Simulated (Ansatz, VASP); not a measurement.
TiSi2: VASP beside Ansatz

```xyz
6
Lattice="0.0000 4.1350 4.2802 2.4036 0.0000 4.2802 2.4036 4.1350 0.0000" Properties=species:S:1:pos:R:3 pbc="T T T"
Ti    2.4036    4.1350    4.2802
Ti    3.6054    6.2025    6.4203
Si    2.4036    6.9214    4.2802
Si    2.4036    1.3485    4.2802
Si    1.2018    0.7190    2.1401
Si    1.2018    3.4160    2.1401
```

Alike in both runs: functional PBE; k mesh 10 × 10 × 10; occupations gaussian, width 0.1 eV; no spin polarisation.

Ansatz relaxed the structure, and its values are those at the end. VASP's run is a single point on that final structure, the one shown.

```csv
,VASP,Ansatz
version,VASP 6.6.1,Ansatz 0.2.0
potentials or method,"VASP PAW PBE potentials, release 64 (Ti_sv, Si), cutoff 520 eV","scalar-relativistic, plane waves, PAW"
valence electrons in the cell,40,40
```

|  | VASP | Ansatz | Ansatz less VASP |
| --- | --- | --- | --- |
| gap on the k mesh at the Fermi level (eV) | none | none | - |
| pressure (GPa) | 0.0 | 0.0 | 0.00 |

A gap of «none» marks a metal or a gap that the smearing closes.
